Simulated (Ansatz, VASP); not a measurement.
# SrB in VASP and in Ansatz

The input INCAR:

```
SYSTEM = SrB
PREC     = Accurate       ! precision mode
ENCUT    = 600            ! plane-wave cutoff, eV
EDIFF    = 1E-6           ! SCF threshold, eV
ISMEAR   = 0              ! smearing method
SIGMA    = 0.1            ! smearing width, eV
LREAL    = .FALSE.        ! projectors in reciprocal space
LASPH    = .TRUE.         ! aspherical terms in the spheres
NELM     = 80             ! most SCF steps
ALGO     = Normal         ! electronic algorithm
ISIF     = 3              ! what is computed and relaxed
LWAVE    = .FALSE.        ! write WAVECAR
LCHARG   = .FALSE.        ! write CHGCAR
GGA      = PE             ! functional
IBRION   = 2              ! ionic algorithm
NSW      = 100            ! ionic steps
EDIFFG   = -0.01          ! ionic threshold
```

The input KPOINTS:

```
regular mesh
0
G
  16 16 16
  0 0 0
```

The input POSCAR:

```
SrB
1.0
    0.0000000000      2.9793845923      2.9793845923
    2.9793845923      0.0000000000      2.9793845923
    2.9793845923      2.9793845923      0.0000000000
Sr B
1 1
Direct
    0.0000000000      0.0000000000      0.0000000000
    0.5000000000      0.5000000000      0.5000000000
```

Input for Ansatz:

```yaml
crystal:
  lattice:
    - [0.0, 2.9793845923, 2.9793845923]
    - [2.9793845923, 0.0, 2.9793845923]
    - [2.9793845923, 2.9793845923, 0.0]
  atoms:
    - { symbol: Sr, position: [0.0, 0.0, 0.0] }
    - { symbol: B, position: [0.5, 0.5, 0.5] }
basis:
  ecutwfc: 420
kpoints:
  mp_grid: { grid: [16, 16, 16] }
hamiltonian:
  xc: pbe
scf:
  occupations: { method: gaussian, width: 0.1 }
output:
  forces: true
  stress: true
  eigenvalues: true
relax:
  adjacent_minimum: "off"
  f_tol: 0.01
  max_steps: 80
  cell: { stress_tol: 0.05 }
```

Change from the starting cell: species swapped into the YbAs type (Fm-3m, No. 225).

Alike in both runs: task relaxation of cell and atoms; functional PBE; k mesh 16 × 16 × 16; occupations gaussian, width 0.1 eV; no spin polarisation.

```csv
,VASP,Ansatz
version,VASP 6.6.1,Ansatz 0.2.0
potentials or method,"VASP PAW PBE potentials, release 64 (Sr_sv, B), cutoff 600 eV","scalar-relativistic, plane waves, PAW"
valence electrons in the cell,13,13
```

```tsv
	VASP	Ansatz	Ansatz less VASP
gap on the k mesh at the Fermi level, each at its own relaxed structure (eV)	none	none	-
relaxed volume (Å³/atom)	26.55	26.51	-0.039
relaxed cell length with the largest relative difference (Å)	4.219	4.217	-0.0021
```

A gap of «none» marks a metal or a gap that the smearing closes.
